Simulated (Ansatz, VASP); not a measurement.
# Two plane-wave programs on BiTe

```
CELL_PARAMETERS angstrom
0.00000 3.10560 3.23500
3.10560 0.00000 3.23500
3.10560 3.10560 0.00000
ATOMIC_POSITIONS crystal
Bi 0.00000 0.00000 0.00000
Te 0.50000 0.50000 0.50000
```

Alike in both runs: functional PBE; k mesh 6 × 6 × 6; occupations fermi-dirac, width 0.05 eV; no spin polarisation.

```csv
,VASP,Ansatz
version,VASP 6.6.1,Ansatz 0.2.0
potentials or method,"VASP PAW PBE potentials, release 64 (Bi_d, Te)",Ansatz PAW
plane-wave cutoff (eV),500,420
valence electrons in the cell,21,31
task,single point,band structure
```

|  | VASP | Ansatz | Ansatz less VASP |
| --- | --- | --- | --- |
| gap on the k mesh at the Fermi level (eV) | none | none | - |
| pressure (GPa) | 5.9 | 6.0 | +0.05 |
| traceless stress, the component that is largest in VASP (GPa) | -3.39 | -3.39 | 0.000 |

A gap of «none» marks a metal or a gap that the smearing closes. VASP's potentials hold 21 valence electrons a cell and Ansatz's 31, so a difference there can come from the potentials and not from the codes.

Spin-orbit coupling is off throughout.
